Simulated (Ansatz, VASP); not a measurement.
One calculation of ZrO2, two programs

File POSCAR:

```
ZrO2
1.0
    3.6010266380      0.0000000000      0.0000000000
    0.0000000000      3.6010266380      0.0000000000
    0.0000000000      0.0000000000      5.2271837237
Zr O
2 4
Direct
    0.0000000000      0.0000000000      0.0000000000
    0.5000000000      0.5000000000      0.5000000000
    0.0000000000      0.5000000000      0.1969684651
    0.0000000000      0.5000000000      0.6969684651
    0.5000000000      0.0000000000      0.3030315349
    0.5000000000      0.0000000000      0.8030315349
```

INCAR.step1

```
SYSTEM = ZrO2
  PREC = Accurate
  ENCUT = 520
  EDIFF = 1E-5
  ISMEAR = 0
  SIGMA = 0.01
  LREAL = .False.
  LASPH = .True.
  NELM = 120
  ALGO = Normal
  ISIF = 2
  LWAVE = .True.
  GGA = PE
  NBANDS = 33
  GGA_COMPAT = .False.
  KPAR = 4
```

File INCAR.step2:

```
SYSTEM = ZrO2
  PREC = Accurate
  ENCUT = 520
  EDIFF = 1E-6
  ISMEAR = 0
  SIGMA = 0.01
  LREAL = .False.
  LASPH = .True.
  NELM = 120
  ALGO = Normal
  ISIF = 2
  LWAVE = .False.
  LCHARG = .True.
  GGA = PE
  LHFCALC = .True.
  AEXX = 0.25
  PRECFOCK = Normal
  LVHAR = .True.
  ISTART = 1
  NBANDS = 33
  GGA_COMPAT = .False.
  KPAR = 4
```

KPOINTS

```
regular mesh
0
Gamma
  4 4 4
  0 0 0
```

Input for Ansatz:

```yaml
crystal:
  lattice:
    - [3.601026638, 0.0, 0.0]
    - [0.0, 3.601026638, 0.0]
    - [0.0, 0.0, 5.2271837237]
  atoms:
    - { symbol: Zr, position: [0.0, 0.0, 0.0] }
    - { symbol: Zr, position: [0.5, 0.5, 0.5] }
    - { symbol: O, position: [0.0, 0.5, 0.1969684651] }
    - { symbol: O, position: [0.0, 0.5, 0.6969684651] }
    - { symbol: O, position: [0.5, 0.0, 0.3030315349] }
    - { symbol: O, position: [0.5, 0.0, 0.8030315349] }
kpoints:
  mp_grid: { grid: [4, 4, 4] }
  band_path:
    path:
      - [0.0, 0.0, 0.0]
      - [0.0, 0.5, 0.0]
      - [0.5, 0.5, 0.0]
      - [0.0, 0.0, 0.5]
      - [0.0, 0.5, 0.5]
      - [0.5, 0.5, 0.5]
      - [0.223958, 0.223958, 0.0]
    npoints: 1
hamiltonian:
  xc: pbe0
scf:
  occupations: { method: fixed }
  n_extra_bands: 5
output:
  forces: true
  stress: true
  eigenvalues: true
```

Alike in both runs: task single point; functional PBE0; k mesh 4 × 4 × 4; no spin polarisation.

|  | VASP | Ansatz |
| --- | --- | --- |
| version | VASP 6.6.1 | Ansatz 0.2.0 |
| potentials or method | VASP PAW PBE potentials, release 64 (Zr_sv, O) | plane waves, PAW |
| plane-wave cutoff (eV) | 520 | 420 |
| occupations | gaussian, width 0.01 eV | fixed |
| valence electrons in the cell | 48 | 48 |

```tsv
	VASP	Ansatz	Ansatz less VASP
gap on the k mesh at the Fermi level (eV)	6.48	6.47	-0.011
pressure (GPa)	-2.1	-2.6	-0.44
traceless stress, the component that is largest in VASP (GPa)	-0.07	0.06	+0.132
rms of the force components (eV/Å)	0.006	0.018	+0.0117
```

Atom by atom the forces differ by 0.012 eV/Å (rms over components). Ansatz's warnings: stress exchange threshold loose, stress scf threshold loose.

The k mesh is coarse, so the values compare programs but aren't converged.
